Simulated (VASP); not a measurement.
GaP:

```xyz
2
Lattice="0.0000 2.7611 2.7611 2.7611 0.0000 2.7611 2.7611 2.7611 0.0000" Properties=species:S:1:pos:R:3 pbc="T T T"
Ga    0.0000    0.0000    0.0000
P     4.1417    4.1417    4.1417
```

Base run:

- Program: VASP 6.6.1
- Functional: revPBE
- Potentials or basis: VASP PAW PBE potentials, release 64 (Ga_d, P)
- Cutoff: 520 eV
- k mesh: 8 × 8 × 8
- Occupations: fermi-dirac, width 0.05 eV
- Spin: no spin polarisation

Its results: band gap on the k mesh 1.60 eV; pressure 0.6 GPa.

Question: After a change of settings the same cell gave: band gap on the k mesh 1.49 eV; pressure -0.9 GPa. Which change was it?
A. functional from revPBE to HF; k mesh from 8 × 8 × 8 to 4 × 4 × 4
B. functional from revPBE to r2SCANh; k mesh from 8 × 8 × 8 to 4 × 4 × 4
C. functional from revPBE to b88 exchange, pbe correlation; cutoff from 520 eV to 500 eV
D. functional from revPBE to BLYP; dispersion from none to D3(BJ)

Answer: C.

Caveats: the PAW data sets were made with another functional, which shifts forces and pressure a little.
